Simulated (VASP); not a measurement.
The system is ReSe.

```
Re Se
1.0
     3.95286    0.00000    0.00000
    -1.97643    3.42328    0.00000
     0.00000    0.00000    5.05946
Re Se
2 2
Cartesian
  0.0000 0.0000 0.0000
  0.0000 0.0000 2.5297
  0.0000 2.2822 1.2649
  1.9764 1.1411 3.7946
```

Base run:

```yaml
Program: VASP 6.6.1
Functional: PBEsol
Dispersion: D3(BJ)
Potentials_or_basis: VASP PAW PBE potentials, release 64 (Re, Se)
Cutoff: 520 eV
k_mesh: 10 × 10 × 6
Occupations: gaussian, width 0.05 eV
Spin: collinear spin, ferromagnetic start
Starting_moments: "[2.0, 2.0, 0.0, 0.0] μB"
```

Its results: band gap on the k mesh zero (filled and empty bands overlap); pressure -4.1 GPa; net moment 0.00 μB per cell.

Question: The run is repeated on the same cell with these changes: dispersion from D3(BJ) to none; moments at the start from [2.0, 2.0, 0.0, 0.0] to [0.05, 0.05, 0.0, 0.0]. What comes out?

Answer: Band gap on the k mesh zero (filled and empty bands overlap); pressure 0.8 GPa; net moment 0.00 μB per cell.

Caveats: the PAW data sets were made with another functional, which shifts forces and pressure a little; spin-orbit coupling is left out, which moves the levels of the heavy elements; pairwise dispersion overbinds metals, which lowers pressure and volume (some runs).
